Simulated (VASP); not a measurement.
Write the native input for VASP 6.6.1 that does the following.

```
Task                   : single point
Functional             : PBEsol
Potentials or basis    : VASP PAW PBE potentials, release 64 (K_sv)
Cutoff                 : 520 eV
k mesh                 : 14 × 14 × 14
Occupations            : gaussian, width 0.15 eV
Spin                   : no spin polarisation
Dipole correction      : no
Further INCAR settings : ALGO = Normal; EDIFF = 1e-06; NBANDS = 10
```

The structure of K lies in POSCAR:

```
K
1.0
   -2.6965400000      2.6965400000      2.5394600000
    2.6965400000     -2.6965400000      2.5394600000
    2.6965400000      2.6965400000     -2.5394600000
K
1
Direct
    0.0000000000      0.0000000000      0.0000000000
```

This cell differs from its parent crystal: strain +0.030 along x and y, -0.030 along z.

These files were run (other wordings do the same):

INCAR

```
SYSTEM = K
PREC     = Accurate       ! precision mode
ENCUT    = 520            ! plane-wave cutoff, eV
EDIFF    = 1E-6           ! SCF threshold, eV
ISMEAR   = 0              ! smearing method
SIGMA    = 0.15           ! smearing width, eV
LREAL    = .FALSE.        ! projectors in reciprocal space
LASPH    = .TRUE.         ! aspherical terms in the spheres
NELM     = 100            ! most SCF steps
ALGO     = Normal         ! electronic algorithm
ISIF     = 2              ! what is computed and relaxed
LWAVE    = .FALSE.        ! write WAVECAR
LCHARG   = .FALSE.        ! write CHGCAR
GGA      = PS             ! functional
NBANDS   = 10             ! bands
```

KPOINTS

```
regular mesh
0
G
  14 14 14
  0 0 0
```

Potentials or basis: VASP PAW PBE potentials, release 64 (K_sv).

The run is started by

```console
$ cat potpaw_PBE.64/K_sv/POTCAR > POTCAR
$ mpirun -np 1 vasp_std > vasp.out
```

It gave:

```
Pressure : -0.1 GPa
```

Caveat: the cell differs from its parent crystal (strain +0.030 along x and y, -0.030 along z); the PAW data sets were made with another functional, which shifts forces and pressure a little.

Run time: 44 s on 1 thread of Intel(R) Xeon(R) 6975P-C (Granite Rapids), with other jobs on the host, peak memory 0.31 GiB.
